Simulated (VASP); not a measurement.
# Sn3GeO4 (P4mm) in VASP: relaxation of shape and atoms at fixed volume with PBE

Aim: the relaxation of shape and atoms at fixed volume of Sn3GeO4 with PBE.

Everything below comes from runs of VASP 6.6.1. Logs are shortened: lines on timing, memory, paths and dates and some standing lists are left out, and cuts for length are marked.

### Step 1. The cell of the first run

Symmetry: P4mm, No. 99, tetragonal system. Conventional cell: a = 3.848 Å, b = 3.848 Å, c = 9.996 Å, α = 90.00°, β = 90.00°, γ = 90.00°. Within 3.0 Å of Sn (site symmetry 4mm) lie 4 O at 2.27 Å. Within 3.0 Å of Sn (site symmetry 4mm) lie 4 O at 2.26 Å. Within 3.0 Å of Sn (site symmetry 4mm) lie 4 O at 2.26 Å. Within 2.9 Å of Ge (site symmetry 4mm) lie 4 O at 2.16 Å. Within 3.0 Å of O (site symmetry 2mm) lie 4 Sn at 2.26 to 2.27 Å and 4 O at 2.72 Å. Within 2.9 Å of O (site symmetry 2mm) lie 2 Ge at 2.16 Å and 2 Sn at 2.26 Å and 4 O at 2.72 Å.

### Step 2. Relaxation of shape and atoms at fixed volume, PBE (18.50 Å³/atom)

File INCAR:

```
PREC     = Accurate       # precision mode
ENCUT    = 600            # plane-wave cutoff, eV
EDIFF    = 1E-7           # SCF threshold, eV
ISMEAR   = 0              # smearing method
SIGMA    = 0.02           # smearing width, eV
LREAL    = False          # projectors in reciprocal space
LASPH    = True           # aspherical terms in the spheres
NELM     = 120            # most SCF steps
ALGO     = Normal         # electronic algorithm
ISIF     = 4              # what is computed and relaxed
LWAVE    = False          # write WAVECAR
LCHARG   = False          # write CHGCAR
GGA      = PE             # functional
IBRION   = 2              # ionic algorithm
NSW      = 50             # ionic steps
EDIFFG   = -0.01          # ionic threshold
GGA_COMPAT= False        
NELMIN   = 4
```

File KPOINTS:

```
Automatic mesh
0
Gamma
  8 8 4
```

File POSCAR:

```
Sn3GeO4
1.0
    3.8482945073      0.0000000000      0.0000000000
    0.0000000000      3.8482945073      0.0000000000
    0.0000000000      0.0000000000      9.9958702391
Sn Ge O
3 1 4
Direct
    0.5000000000      0.5000000000      0.1243020000
    0.5000000000      0.5000000000      0.6092240000
    0.0000000000      0.0000000000      0.8857500000
    0.0000000000      0.0000000000      0.3918130000
    0.0000000000      0.5000000000      0.0045120000
    0.0000000000      0.5000000000      0.4899430000
    0.5000000000      0.0000000000      0.0045120000
    0.5000000000      0.0000000000      0.4899430000
```

Potentials or basis: VASP PAW PBE potentials, release 64 (Sn_d, Ge_d, O).

The run is started by

```console
$ cat potpaw_PBE.64/Sn_d/POTCAR potpaw_PBE.64/Ge_d/POTCAR potpaw_PBE.64/O/POTCAR > POTCAR
$ mpirun -np 1 vasp_std > vasp.out
```

OUTCAR:

```text
PREC = Accurate
   ENCUT = 600
   EDIFF = 1E-7
   ISMEAR = 0
   LREAL = False
   LASPH = True
   NELM = 120
   ISIF = 4
   GGA = PE
   IBRION = 2
   NSW = 50
   EDIFFG = -0.01
   NELMIN = 4

 ion  position               nearest neighbor table
   1  0.500  0.500  0.124-   5 2.27   7 2.27   7 2.27   5 2.27   3 3.62   3 3.62   3 3.62   3 3.62

   2  0.500  0.500  0.609-   6 2.26   8 2.26   8 2.26   6 2.26
   3  0.000  0.000  0.886-   5 2.26   7 2.26   5 2.26   7 2.26   1 3.62   1 3.62   1 3.62   1 3.62

   4  0.000  0.000  0.392-   6 2.16   8 2.16   6 2.16   8 2.16
   5  0.000  0.500  0.005-   3 2.26   3 2.26   1 2.27   1 2.27
   6  0.000  0.500  0.490-   4 2.16   4 2.16   2 2.26   2 2.26
   7  0.500  0.000  0.005-   3 2.26   3 2.26   1 2.27   1 2.27
   8  0.500  0.000  0.490-   4 2.16   4 2.16   2 2.26   2 2.26

  LATTYP: Found a simple tetragonal cell.
 ALAT       =     3.8482945073
 C/A-ratio  =     2.5974805775

  Lattice vectors:

 A1 = (   3.8482945073,   0.0000000000,   0.0000000000)
 A2 = (   0.0000000000,   3.8482945073,   0.0000000000)
 A3 = (   0.0000000000,   0.0000000000,   9.9958702391)

Analysis of symmetry for initial positions (statically):
=====================================================================
 Subroutine PRICEL returns:
 Original cell was already a primitive cell.

 Routine SETGRP: Setting up the symmetry group for a
 simple tetragonal supercell.

 Subroutine GETGRP returns: Found  8 space group operations
 (whereof  8 operations were pure point group operations)
 out of a pool of 16 trial point group operations.

The static configuration has the point symmetry C_4v.

Analysis of symmetry for dynamics (positions and initial velocities):
=====================================================================
 Subroutine PRICEL returns:
 Original cell was already a primitive cell.

 Routine SETGRP: Setting up the symmetry group for a
 simple tetragonal supercell.

 Subroutine GETGRP returns: Found  8 space group operations
 (whereof  8 operations were pure point group operations)
 out of a pool of 16 trial point group operations.

The dynamic configuration has the point symmetry C_4v.

 Subroutine INISYM returns: Found  8 space group operations
 (whereof  8 operations are pure point group operations),
 and found     1 'primitive' translations

----------------------------------------------------------------------------------------

                                     Primitive cell

  volume of cell :     148.0325

  direct lattice vectors                    reciprocal lattice vectors
     3.848294507  0.000000000  0.000000000     0.259855372  0.000000000  0.000000000
     0.000000000  3.848294507  0.000000000     0.000000000  0.259855372  0.000000000
     0.000000000  0.000000000  9.995870239     0.000000000  0.000000000  0.100041315

  length of vectors
     3.848294507  3.848294507  9.995870239     0.259855372  0.259855372  0.100041315

  position of ions in fractional coordinates (direct lattice)
     0.500000000  0.500000000  0.124302000
     0.500000000  0.500000000  0.609224000
     0.000000000  0.000000000  0.885750000
     0.000000000  0.000000000  0.391813000
     0.000000000  0.500000000  0.004512000
     0.000000000  0.500000000  0.489943000
     0.500000000  0.000000000  0.004512000
     0.500000000  0.000000000  0.489943000

  ion indices of the primitive-cell ions
   primitive index   ion index
                 1           1
                 2           2
                 3           3
                 4           4
                 5           5
                 6           6
                 7           7
                 8           8

----------------------------------------------------------------------------------------

 KPOINTS: Automatic mesh

Automatic generation of k-mesh.
 Grid dimensions read from file:
 generate k-points for:    8    8    4

 Generating k-lattice:

  Cartesian coordinates                     Fractional coordinates (reciprocal lattice)
     0.032481921  0.000000000  0.000000000     0.125000000  0.000000000  0.000000000
     0.000000000  0.032481921  0.000000000     0.000000000  0.125000000  0.000000000
     0.000000000  0.000000000  0.025010329     0.000000000  0.000000000  0.250000000

  Length of vectors
     0.032481921  0.032481921  0.025010329

  Shift w.r.t. Gamma in fractional coordinates (k-lattice)
     0.000000000  0.000000000  0.000000000

 Subroutine IBZKPT returns following result:
 ===========================================

 Found     45 irreducible k-points:

 Following reciprocal coordinates:
            Coordinates               Weight
  0.000000  0.000000  0.000000      1.000000
  0.125000  0.000000  0.000000      4.000000
  0.250000  0.000000  0.000000      4.000000
  0.375000  0.000000  0.000000      4.000000
  0.500000  0.000000  0.000000      2.000000
  0.125000  0.125000  0.000000      4.000000
[... 16 lines left out ...]
  0.375000  0.125000  0.250000     16.000000
  0.500000  0.125000  0.250000      8.000000
 [... further k-points ...]
   k-points           NKPTS =     45   k-points in BZ     NKDIM =     45   number of bands    NBANDS=     48
   number of dos      NEDOS =    301   number of ions     NIONS =      8
   total plane-waves  NPLWV =  81920
   dimension x,y,z NGX =    32 NGY =   32 NGZ =   80
   dimension x,y,z NGXF=    64 NGYF=   64 NGZF=  160
   ions per type =               3   1   4
   NGX,Y,Z   is equivalent  to a cutoff of  13.82, 13.82, 13.31 a.u.
   NGXF,Y,Z  is equivalent  to a cutoff of  27.65, 27.65, 26.61 a.u.
 SYSTEM =  unknown system
   PREC   = accura    normal or accurate (medium, high low for compatibility)
   ISTART =      0    job   : 0-new  1-cont  2-samecut
   ICHARG =      2    charge: 1-file 2-atom 10-const
   ISPIN  =      1    spin polarized calculation?
   LNONCOLLINEAR =      F non collinear calculations
   LSORBIT =      F    spin-orbit coupling
   LASPH  =      T    aspherical Exc in radial PAW
   ENCUT  =  600.0 eV  44.10 Ry    6.64 a.u.   7.69  7.69 19.96*2*pi/ulx,y,z
   NELM   =    120;   NELMIN=  4; NELMDL= -5     # of ELM steps
   EDIFF  = 0.1E-06   stopping-criterion for ELM
   LREAL  =      F    real-space projection
   EDIFFG = -.1E-01   stopping-criterion for IOM
   NSW    =     50    number of steps for IOM
   IBRION =      2    ionic relax: 0-MD 1-quasi-New 2-CG
   NFREE  =      1    steps in history (QN), initial steepest desc. (CG)
   ISIF   =      4    stress and relaxation
   ISYM   =      2    0-nonsym 1-usesym 2-fastsym
   POTIM  = 0.5000    time-step for ionic-motion
   TEBEG  =    0.0;   TEEND  =   0.0 temperature during run
   PSTRESS=    0.0 pullay stress
   NELECT =      80.0000    total number of electrons
   NUPDOWN=      -1.0000    fix difference up-down
   EMIN   =  10.00;   EMAX   =-10.00  energy-range for DOS
   EFERMI =   0.00;   METHOD = LEGACY
   ISMEAR =     0;   SIGMA  =   0.02  broadening in eV -4-tet -1-fermi 0-gaus
   EFERMI_NEDOS =   21; number of points for ismear=-14 and -15
   IALGO  =     38    algorithm
   IMIX   =      4    mixing-type and parameters
     AMIX     =   0.40;   BMIX     =  1.00
     AMIX_MAG =   1.60;   BMIX_MAG =  1.00
  volume/ion in A,a.u.               =      18.50       124.87
  Fermi-wavevector in a.u.,A,eV,Ry     =   1.333478  2.519907 24.193373  1.778163
  Thomas-Fermi vector in A             =   2.462333
   LORBIT       =      0    0 simple, 1 ext, 2 COOP (PROOUT), +10 PAW based schemes
   GGA     = PE    functional components
   LHFCALC =     F    Hartree Fock is set to
   AEXX    =    0.0000 exact exchange contribution
   IVDW    =     0    specifies the selected vdW correction
   LEPSILON=     F    determine dielectric tensor
   LRPA    =     F    only Hartree local field effects (RPA)
 conjugate gradient relaxation of ions
 non-spin polarized calculation
 Gauss-broadening in eV      SIGMA  =   0.02
  energy-cutoff  :      600.00
  volume of cell :      148.03
 maximum number of plane-waves:      4967
 NGX is ok and might be reduce to    32
   NGX = 15   NGY = 15   NGZ = 39

--------------------------------------- Ionic step        1  -------------------------------------------

 number of electron      80.0000019 magnetization

 Free energy of the ion-electron system (eV)
  ---------------------------------------------------
  ext. energy  EPLUGINS =         0.00000000
  ---------------------------------------------------
  free energy    TOTEN  =       -45.59208141 eV

  energy without entropy =      -45.59208141  energy(sigma->0) =      -45.59208141

------------------------ aborting loop because EDIFF is reached ----------------------------------------

  FORCE on cell =-STRESS in cart. coord.  units (eV):
  Direction    XX          YY          ZZ          XY          YZ          ZX
  --------------------------------------------------------------------------------------
  -------------------------------------------------------------------------------------
  Total       -2.2617503     -2.2617503     -1.6695487      0.0000000      0.0000000     -0.0000000
  in kB      -24.4792459    -24.4792459    -18.0697636      0.0000000      0.0000000     -0.0000000
  external PRESSURE =     -22.3427518 kB  Pullay stress =       0.0000000 kB
[... 279 lines left out ...]
  energy  without entropy=      -45.6105799191  energy(sigma->0) =      -45.61057992

--------------------------------------- Ionic step        8  -------------------------------------------

 number of electron      80.0000015 magnetization

 Free energy of the ion-electron system (eV)
  ---------------------------------------------------
  ext. energy  EPLUGINS =         0.00000000
  ---------------------------------------------------
  free energy    TOTEN  =       -45.61060682 eV

  energy without entropy =      -45.61060682  energy(sigma->0) =      -45.61060682

 E-fermi :   5.4054     XC(G=0):  -9.7645

 val. band max:        5.2894760786   @ k =   0.1250   0.1250   0.0000
 cond. band min:       6.2576156914   @ k =   0.5000   0.5000   0.0000
 fundamental gap:      0.9681396127
 Fermi energy:         5.4054091980

 k-point     1 :       0.0000    0.0000    0.0000
  band No.  band energies     occupation
      1     -19.3218      2.00000
      2     -19.2639      2.00000
      3     -19.2545      2.00000
      4     -19.2545      2.00000
      5     -19.2425      2.00000
      6     -16.1708      2.00000
[... 1213 lines left out ...]
     47      10.6868      0.00000
     48      10.9702      0.00000

 [... further k-points ...]

------------------------ aborting loop because EDIFF is reached ----------------------------------------

  FORCE on cell =-STRESS in cart. coord.  units (eV):
  Direction    XX          YY          ZZ          XY          YZ          ZX
  --------------------------------------------------------------------------------------
  -------------------------------------------------------------------------------------
  Total       -0.5755611     -0.5755611     -0.5865120      0.0000000      0.0000000     -0.0000000
  in kB       -6.2293797     -6.2293797     -6.3479029      0.0000000      0.0000000     -0.0000000
  external PRESSURE =      -6.2688874 kB  Pullay stress =       0.0000000 kB
[... 23 lines left out ...]
  FREE ENERGIE OF THE ION-ELECTRON SYSTEM (eV)
  ---------------------------------------------------
  free  energy   TOTEN  =       -45.6106068181 eV

  energy  without entropy=      -45.6106068181  energy(sigma->0) =      -45.61060682

 reached required accuracy - stopping structural energy minimisation
```

It took 22 min on 1 thread of Oxide Virtual Turin-like, shared host; peak memory 0.48 GiB.

Results:

| Quantity | Value |
| --- | --- |
| Free energy | -45.6106 eV |
| Energy gained by relaxing | 2.3 meV/atom |
| Ionic steps | 8 |
| Pressure after relaxing | -0.6 GPa |
| Largest force after relaxing | 0.004 eV/Å |
| Band gap on the k mesh | 0.97 eV (least direct gap 1.68 eV) |

Forces on the atoms (eV/Å):
```
Sn   0.000  0.000  0.004
Sn   0.000  0.000 -0.001
Sn   0.000  0.000 -0.001
Ge   0.000  0.000 -0.003
O    0.000  0.000  0.000
O    0.000  0.000  0.001
O    0.000  0.000  0.000
O    0.000  0.000  0.001
```

Step by step:
| step | energy change (eV) | largest force (eV/Å) | pressure (GPa) | volume (Å³) |
| --- | --- | --- | --- | --- |
| 1 | 0.0000 | 0.3174 | -2.23 | 148.03 |
| 2 | -0.0125 | 0.0850 | -1.40 | 148.03 |
| 3 | -0.0138 | 0.0700 | -1.02 | 148.03 |
| 4 | -0.0169 | 0.0273 | -0.87 | 148.03 |
| 5 | -0.0181 | 0.0696 | -0.67 | 148.03 |
| 6 | -0.0184 | 0.0298 | -0.61 | 148.03 |
| 7 | -0.0185 | 0.0150 | -0.62 | 148.03 |
| 8 | -0.0185 | 0.0043 | -0.63 | 148.03 |

Final structure:
```yaml
crystal:
  lattice:
    - [3.82065, 0.00000, 0.00000]
    - [0.00000, 3.82065, 0.00000]
    - [0.00000, 0.00000, 10.14107]
  atoms:
    - { symbol: Sn, position: [0.50000, 0.50000, 0.12175] }
    - { symbol: Sn, position: [0.50000, 0.50000, 0.60684] }
    - { symbol: Sn, position: [0.00000, 0.00000, 0.88817] }
    - { symbol: Ge, position: [0.00000, 0.00000, 0.39387] }
    - { symbol: O, position: [0.00000, 0.50000, 0.00456] }
    - { symbol: O, position: [0.00000, 0.50000, 0.49013] }
    - { symbol: O, position: [0.50000, 0.00000, 0.00456] }
    - { symbol: O, position: [0.50000, 0.00000, 0.49013] }
```

Levels at points of the mesh, in eV from the valence-band top:
| k point | band 37 | band 38 | band 39 | band 40 | band 41 | band 42 | band 43 | band 44 |
| --- | --- | --- | --- | --- | --- | --- | --- | --- |
| (0.00, 0.00, 0.00) | -2.51 | -2.51 | -1.60 | -0.11 | 1.61 | 2.36 | 3.72 | 3.72 |
| (0.50, 0.00, 0.00) | -2.03 | -1.99 | -1.28 | -1.21 | 2.53 | 2.83 | 2.97 | 3.69 |
| (0.50, 0.50, 0.00) | -1.87 | -1.86 | -1.62 | -1.40 | 0.97 | 0.97 | 3.13 | 3.13 |
| (0.00, 0.00, 0.50) | -2.51 | -2.51 | -0.92 | -0.27 | 1.41 | 2.22 | 4.00 | 4.16 |
| (0.50, 0.00, 0.50) | -1.69 | -1.63 | -1.58 | -1.53 | 2.60 | 2.89 | 2.93 | 3.59 |
| (0.50, 0.50, 0.50) | -1.86 | -1.78 | -1.76 | -1.67 | 1.57 | 1.57 | 1.85 | 1.85 |

Caveat: spin-orbit coupling is left out, which moves the levels of the heavy elements.
